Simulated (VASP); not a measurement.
Input of a VASP 6.6.1 run:

File INCAR:

```
PREC = Accurate ; ENCUT = 500
EDIFF = 1E-7 ; ISMEAR = 0
SIGMA = 0.15 ; LREAL = F
LASPH = T ; NELM = 200
ALGO = Normal ; ISIF = 3
LWAVE = F ; LCHARG = F
ISPIN = 2 ; MAGMOM = 1 1 0 0 0
LORBIT = 11 ; LMAXMIX = 4
GGA = PE ; IBRION = 2
NSW = 36 ; EDIFFG = -0.08
GGA_COMPAT = F ; NELMIN = 4
```

The input KPOINTS:

```
regular mesh
0
Gamma
  3 3 2
```

POSCAR

```
Mo2Se2S
1.0
    4.1502755800      0.0000000000      0.0000000000
   -2.0751377900      3.5942440900      0.0000000000
    0.0000000000      0.0000000000      8.5001765700
Mo Se S
2 2 1
Direct
    0.6666666700      0.3333333300      0.7401304900
    0.6666666700      0.3333333300      0.2598695100
    0.0000000000      0.0000000000      0.0000000000
    0.3333333300      0.6666666700      0.0000000000
    0.0000000000      0.0000000000      0.5000000000
```

Potentials or basis: VASP PAW PBE potentials, release 64 (Mo_sv, Se, S).

Command:

```sh
$ cat potpaw_PBE.64/Mo_sv/POTCAR potpaw_PBE.64/Se/POTCAR potpaw_PBE.64/S/POTCAR > POTCAR
$ mpirun -np 1 vasp_std > vasp.out
```

(1) What does it give for the relaxed cell?

(2) Estimate the space group after relaxing (to 0.1 Å).

(3) Estimate the relaxed volume.

Results:

(1) a = 4.569 Å, b = 4.569 Å, c = 5.348 Å, α = 90.00°, β = 90.00°, γ = 120.00°.

(2) P-6m2 (No. 187).

(3) 19.34 Å³/atom.

Caveat: the k points lie up to 0.59 Å⁻¹ apart in the final cell, too coarse for converged energies and pressures of a metal; the volume moved by over 15 % at a fixed basis, so the end points are rough.
